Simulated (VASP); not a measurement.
A run of VASP 6.6.1 is set up as follows.

The input INCAR:

```
SYSTEM = La2Zr3O
  PREC = Accurate
  ENCUT = 520
  EDIFF = 1E-7
  ISMEAR = 0
  SIGMA = 0.1
  LREAL = .False.
  LASPH = .True.
  NELM = 60
  ALGO = Normal
  ISIF = 2
  LWAVE = .False.
  LCHARG = .False.
  GGA = PE
  NBANDS = 41
```

The input KPOINTS:

```
Automatic mesh
0
Gamma
  3 3 6
  0 0 0
```

The input POSCAR:

```
La2Zr3O
1.0
    6.0362776600      0.0000000000      0.0000000000
   -3.0181388300      5.2275698000      0.0000000000
    0.0000000000      0.0000000000      3.5134271600
La Zr O
2 3 1
Direct
    0.3333333300      0.6666666700      0.0000000000
    0.6666666700      0.3333333300      0.0000000000
    0.5000000000      0.0000000000      0.5000000000
    0.5000000000      0.5000000000      0.5000000000
    0.0000000000      0.5000000000      0.5000000000
    0.0000000000      0.0000000000      0.0000000000
```

Potentials or basis: VASP PAW PBE potentials, release 64 (La, Zr_sv, O).

Command:

```console
$ cat potpaw_PBE.64/La/POTCAR potpaw_PBE.64/Zr_sv/POTCAR potpaw_PBE.64/O/POTCAR > POTCAR
$ mpirun -np 1 vasp_std > vasp.out
```

Q: What does it give for the pressure?

A: 48.0 GPa.

Q: Predict the band gap on the k mesh.

A: Zero (band 32 reaches 11.39 eV, above the bottom of band 33 at 10.37 eV).

Stress tensor (GPa, compression positive):
```
36.63  0.00  0.00
 0.00 36.63  0.00
 0.00  0.00 70.64
```

Caveat: the k points lie up to 0.40 Å⁻¹ apart; spin-orbit coupling is left out, which moves the levels of the heavy elements.
